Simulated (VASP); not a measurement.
# Cu (P6/mmm) in VASP: a series of runs

Cu is run at these levels: PBEsol; tasks: single point, relaxation of cell and atoms.

Program: VASP 6.6.1. These are calculated values, not measurements. Logs are shortened: lines on timing, memory, paths and dates and some standing lists are left out, and cuts for length are marked.

### Step 1. The cell of the first run

Symmetry: P6/mmm, No. 191, hexagonal system. Conventional cell: a = 4.052 Å, b = 4.052 Å, c = 2.430 Å, α = 90.00°, β = 90.00°, γ = 120.00°. Cu (site symmetry 6/mmm) has 14 Cu at 2.43 to 2.64 Å within 3.2 Å. Within 3.1 Å of Cu (site symmetry -6m2) lie 11 Cu at 2.34 to 2.64 Å.

This isn't the form of Cu at room conditions, which is fcc.

### Step 2. Single point, PBEsol

The input, INCAR:

```
SYSTEM = Cu
  PREC = Accurate
  ENCUT = 520
  EDIFF = 1E-7
  ISMEAR = 0
  SIGMA = 0.1
  LREAL = .False.
  LASPH = .True.
  NELM = 60
  ALGO = Fast
  ISIF = 2
  LWAVE = .False.
  LCHARG = .True.
  GGA = PS
  LELF = .True.
  LVHAR = .True.
  NBANDS = 24
```

The input, KPOINTS:

```
Automatic mesh
0
Gamma
  15 15 18
  0 0 0
```

The input, POSCAR:

```
Cu
1.0
    4.0515739017      0.0000000000      0.0000000000
   -2.0257869509      3.5087659242      0.0000000000
    0.0000000000      0.0000000000      2.4297362365
Cu
3
Direct
    0.0000000000      0.0000000000      0.0000000000
    0.3333333333      0.6666666667      0.5000000000
    0.6666666667      0.3333333333      0.5000000000
```

Potentials or basis: VASP PAW PBE potentials, release 64 (Cu).

Started as:

```bash
cat potpaw_PBE.64/Cu/POTCAR > POTCAR
mpirun -np 1 vasp_std > vasp.out
```

OUTCAR:

```text
SYSTEM = Cu
   PREC = Accurate
   ENCUT = 520
   EDIFF = 1E-7
   ISMEAR = 0
   LREAL = .False.
   LASPH = .True.
   NELM = 60
   ISIF = 2
   GGA = PS

 ion  position               nearest neighbor table
   1  0.000  0.000  0.000-   2 2.64   3 2.64   2 2.64   3 2.64   3 2.64   3 2.64   2 2.64   2 2.64
                             3 2.64   3 2.64   2 2.64   2 2.64
   2  0.333  0.667  0.500-   3 2.34   3 2.34   3 2.34   1 2.64   1 2.64   1 2.64   1 2.64   1 2.64
                             1 2.64
   3  0.667  0.333  0.500-   2 2.34   2 2.34   2 2.34   1 2.64   1 2.64   1 2.64   1 2.64   1 2.64
                             1 2.64

  LATTYP: Found a hexagonal cell.
 ALAT       =     4.0515739017
 C/A-ratio  =     0.5997018185

  Lattice vectors:

 A1 = (   4.0515739017,   0.0000000000,   0.0000000000)
 A2 = (  -2.0257869509,   3.5087659242,   0.0000000000)
 A3 = (   0.0000000000,   0.0000000000,   2.4297362365)

Analysis of symmetry for initial positions (statically):
=====================================================================
 Subroutine PRICEL returns:
 Original cell was already a primitive cell.

 Routine SETGRP: Setting up the symmetry group for a
 hexagonal supercell.

 Subroutine GETGRP returns: Found 24 space group operations
 (whereof 24 operations were pure point group operations)
 out of a pool of 24 trial point group operations.

The static configuration has the point symmetry D_6h.

Analysis of symmetry for dynamics (positions and initial velocities):
=====================================================================
 Subroutine PRICEL returns:
 Original cell was already a primitive cell.

 Routine SETGRP: Setting up the symmetry group for a
 hexagonal supercell.

 Subroutine GETGRP returns: Found 24 space group operations
 (whereof 24 operations were pure point group operations)
 out of a pool of 24 trial point group operations.

The dynamic configuration has the point symmetry D_6h.

 Subroutine INISYM returns: Found 24 space group operations
 (whereof 24 operations are pure point group operations),
 and found     1 'primitive' translations

----------------------------------------------------------------------------------------

                                     Primitive cell

  volume of cell :      34.5412

  direct lattice vectors                    reciprocal lattice vectors
     4.051573902  0.000000000  0.000000000     0.246817663  0.142500244  0.000000000
    -2.025786951  3.508765924  0.000000000     0.000000000  0.285000488  0.000000000
     0.000000000  0.000000000  2.429736237     0.000000000  0.000000000  0.411567307

  length of vectors
     4.051573902  4.051573902  2.429736237     0.285000488  0.285000488  0.411567307

  position of ions in fractional coordinates (direct lattice)
     0.000000000  0.000000000  0.000000000
     0.333333333  0.666666667  0.500000000
     0.666666667  0.333333333  0.500000000

  ion indices of the primitive-cell ions
   primitive index   ion index
                 1           1
                 2           2
                 3           3

----------------------------------------------------------------------------------------

 KPOINTS: Automatic mesh

Automatic generation of k-mesh.
 Grid dimensions read from file:
 generate k-points for:   15   15   18

 Generating k-lattice:

  Cartesian coordinates                     Fractional coordinates (reciprocal lattice)
     0.016454511  0.009500016  0.000000000     0.066666667  0.000000000  0.000000000
     0.000000000  0.019000033  0.000000000     0.000000000  0.066666667  0.000000000
     0.000000000  0.000000000  0.022864850     0.000000000  0.000000000  0.055555556

  Length of vectors
     0.019000033  0.019000033  0.022864850

  Shift w.r.t. Gamma in fractional coordinates (k-lattice)
     0.000000000  0.000000000  0.000000000

 Subroutine IBZKPT returns following result:
 ===========================================

 Found    270 irreducible k-points:

 Following reciprocal coordinates:
            Coordinates               Weight
  0.000000  0.000000  0.000000      1.000000
  0.066667  0.000000  0.000000      6.000000
  0.133333  0.000000  0.000000      6.000000
  0.200000  0.000000  0.000000      6.000000
  0.266667  0.000000  0.000000      6.000000
  0.333333  0.000000  0.000000      6.000000
[... 16 lines left out ...]
  0.333333  0.200000  0.000000     12.000000
  0.400000  0.200000  0.000000      6.000000
 [... further k-points ...]
   k-points           NKPTS =    270   k-points in BZ     NKDIM =    270   number of bands    NBANDS=     24
   number of dos      NEDOS =    301   number of ions     NIONS =      3
   total plane-waves  NPLWV =  16200
   dimension x,y,z NGX =    30 NGY =   30 NGZ =   18
   dimension x,y,z NGXF=    60 NGYF=   60 NGZF=   36
   ions per type =               3
   NGX,Y,Z   is equivalent  to a cutoff of  12.31, 12.31, 12.32 a.u.
   NGXF,Y,Z  is equivalent  to a cutoff of  24.62, 24.62, 24.63 a.u.
 SYSTEM =  Cu
   PREC   = accura    normal or accurate (medium, high low for compatibility)
   ISTART =      0    job   : 0-new  1-cont  2-samecut
   ICHARG =      2    charge: 1-file 2-atom 10-const
   ISPIN  =      1    spin polarized calculation?
   LNONCOLLINEAR =      F non collinear calculations
   LSORBIT =      F    spin-orbit coupling
   LASPH  =      T    aspherical Exc in radial PAW
   ENCUT  =  520.0 eV  38.22 Ry    6.18 a.u.   7.53  7.53  4.52*2*pi/ulx,y,z
   NELM   =     60;   NELMIN=  2; NELMDL= -5     # of ELM steps
   EDIFF  = 0.1E-06   stopping-criterion for ELM
   LREAL  =      F    real-space projection
   EDIFFG = 0.1E-05   stopping-criterion for IOM
   NSW    =      0    number of steps for IOM
   IBRION =     -1    ionic relax: 0-MD 1-quasi-New 2-CG
   NFREE  =      0    steps in history (QN), initial steepest desc. (CG)
   ISIF   =      2    stress and relaxation
   ISYM   =      2    0-nonsym 1-usesym 2-fastsym
   POTIM  = 0.5000    time-step for ionic-motion
   TEBEG  =    0.0;   TEEND  =   0.0 temperature during run
   PSTRESS=    0.0 pullay stress
   NELECT =      33.0000    total number of electrons
   NUPDOWN=      -1.0000    fix difference up-down
   EMIN   =  10.00;   EMAX   =-10.00  energy-range for DOS
   EFERMI =   0.00;   METHOD = LEGACY
   ISMEAR =     0;   SIGMA  =   0.10  broadening in eV -4-tet -1-fermi 0-gaus
   EFERMI_NEDOS =   21; number of points for ismear=-14 and -15
   IALGO  =     68    algorithm
   IMIX   =      4    mixing-type and parameters
     AMIX     =   0.40;   BMIX     =  1.00
     AMIX_MAG =   1.60;   BMIX_MAG =  1.00
  volume/ion in A,a.u.               =      11.51        77.70
  Fermi-wavevector in a.u.,A,eV,Ry     =   1.612379  3.046954 35.371950  2.599765
  Thomas-Fermi vector in A             =   2.707618
   LORBIT       =      0    0 simple, 1 ext, 2 COOP (PROOUT), +10 PAW based schemes
   GGA     = PS    functional components
   LHFCALC =     F    Hartree Fock is set to
   AEXX    =    0.0000 exact exchange contribution
   IVDW    =     0    specifies the selected vdW correction
   LEPSILON=     F    determine dielectric tensor
   LRPA    =     F    only Hartree local field effects (RPA)
 non-spin polarized calculation
 RMM-DIIS sequential band-by-band and
 Gauss-broadening in eV      SIGMA  =   0.10
  energy-cutoff  :      520.00
  volume of cell :       34.54
 maximum number of plane-waves:       947
 NGX is ok and might be reduce to    30
   NGX = 15   NGY = 15   NGZ =  9

 number of electron      33.0000052 magnetization

 Free energy of the ion-electron system (eV)
  ---------------------------------------------------
  ext. energy  EPLUGINS =         0.00000000
  ---------------------------------------------------
  free energy    TOTEN  =       -12.67420543 eV

  energy without entropy =      -12.67009209  energy(sigma->0) =      -12.67214876

 E-fermi :   7.7420     XC(G=0): -13.0497

 val. band max:        7.7386793905   @ k =   0.4000   0.0000   0.0556
 cond. band min:       7.7545316785   @ k =   0.2667   0.0000   0.0000
 fundamental gap:      0.0158522880
 Fermi energy:         7.7419708561

 k-point     1 :       0.0000    0.0000    0.0000
  band No.  band energies     occupation
      1      -1.8573      2.00000
      2       3.0113      2.00000
      3       3.9526      2.00000
      4       3.9526      2.00000
      5       4.0097      2.00000
      6       4.0097      2.00000
[... 16 lines left out ...]
     23      23.0762      0.00000
     24      28.6856      0.00000

 k-point     2 :       0.0667    0.0000    0.0000
  band No.  band energies     occupation
      1      -1.7998      2.00000
      2       3.0134      2.00000
      3       3.7721      2.00000
      4       3.8657      2.00000
      5       3.9669      2.00000
      6       4.1303      2.00000
[... 16 lines left out ...]
     23      23.1575      0.00000
     24      28.7026      0.00000

 k-point     3 :       0.1333    0.0000    0.0000
  band No.  band energies     occupation
      1      -1.6280      2.00000
      2       3.0083      2.00000
      3       3.5452      2.00000
      4       3.7996      2.00000
      5       3.8476      2.00000
      6       4.1901      2.00000
[... 16 lines left out ...]
     23      23.3994      0.00000
     24      28.7516      0.00000

 k-point     4 :       0.2000    0.0000    0.0000
  band No.  band energies     occupation
      1      -1.3450      2.00000
      2       2.9540      2.00000
      3       3.3343      2.00000
      4       3.6917      2.00000
      5       3.7732      2.00000
      6       4.1870      2.00000
[... 16 lines left out ...]
     23      23.7955      0.00000
     24      28.8814      0.00000

 k-point     5 :       0.2667    0.0000    0.0000
  band No.  band energies     occupation
      1      -0.9559      2.00000
      2       2.8092      2.00000
      3       3.0933      2.00000
      4       3.5905      2.00000
      5       3.7810      2.00000
      6       4.1452      2.00000
[... 451 lines left out ...]
 k-point    22 :       0.2667    0.2000    0.0000
  band No.  band energies     occupation
      1       0.1408      2.00000
      2       2.2696      2.00000
      3       2.5053      2.00000
      4       3.6798      2.00000
      5       3.9230      2.00000
      6       4.1541      2.00000
[... 16 lines left out ...]
     23      23.0502      0.00000
     24      25.8759      0.00000

 k-point    23 :       0.3333    0.2000    0.0000
  band No.  band energies     occupation
      1       0.7077      2.00000
      2       1.8472      2.00000
      3       2.3534      2.00000
      4       3.7747      2.00000
      5       3.9032      2.00000
      6       4.0772      2.00000
[... 16 lines left out ...]
     23      24.7452      0.00000
     24      26.6933      0.00000

 k-point    24 :       0.4000    0.2000    0.0000
  band No.  band energies     occupation
      1       1.2528      2.00000
      2       1.3425      2.00000
      3       2.3068      2.00000
      4       3.8510      2.00000
      5       3.8669      2.00000
      6       4.0345      2.00000
[... 16 lines left out ...]
     23      25.2425      0.00000
     24      25.6140      0.00000

 [... further k-points ...]
[... 5 lines left out ...]
  --------------------------------------------------------------------------------------
  -------------------------------------------------------------------------------------
  Total        0.1264514      0.1264514      0.1111072     -0.0000000     -0.0000000      0.0000000
  in kB        5.8653911      5.8653911      5.1536569     -0.0000000     -0.0000000      0.0000000
  external PRESSURE =       5.6281463 kB  Pullay stress =       0.0000000 kB

 VOLUME and BASIS-vectors are now :
 -----------------------------------------------------------------------------
  energy-cutoff  :      520.00
  volume of cell :       34.54
      direct lattice vectors                 reciprocal lattice vectors
     4.051573902  0.000000000  0.000000000     0.246817663  0.142500244  0.000000000
    -2.025786951  3.508765924  0.000000000     0.000000000  0.285000488  0.000000000
     0.000000000  0.000000000  2.429736237     0.000000000  0.000000000  0.411567307

 POSITION                                       TOTAL-FORCE (eV/Angst)
 -----------------------------------------------------------------------------------
      0.00000      0.00000      0.00000         0.000000      0.000000      0.000000
     -0.00000      2.33918      1.21487        -0.000000      0.000000      0.000000
      2.02579      1.16959      1.21487         0.000000      0.000000      0.000000
 -----------------------------------------------------------------------------------
    total drift:                               -0.000000      0.000000      0.000000

  FREE ENERGIE OF THE ION-ELECTRON SYSTEM (eV)
  ---------------------------------------------------
  free  energy   TOTEN  =       -12.6742054272 eV

  energy  without entropy=      -12.6700920926  energy(sigma->0) =      -12.67214876
```

It took 3.3 min on 1 thread of AMD EPYC 7R13, shared host; peak memory 0.27 GiB.

What came out:

```yaml
Free_energy: -12.6742 eV
Pressure: 0.6 GPa
Band_gap_on_the_k_mesh: zero (an odd number of electrons rules out a gap without spin polarisation)
```

Levels at points of the mesh, in eV from the Fermi level:
```tsv
k point	band 13	band 14	band 15	band 16	band 17	band 18	band 19	band 20
(0.00, 0.00, 0.00)	-2.42	-2.42	-1.60	-1.60	4.59	4.59	4.60	4.60
(0.00, 0.00, 0.50)	-1.75	-1.75	-1.29	-0.30	0.36	8.34	8.72	8.72
```

Caveat: the PAW data sets were made with another functional, which shifts forces and pressure a little.

[end of part 1 of 2]
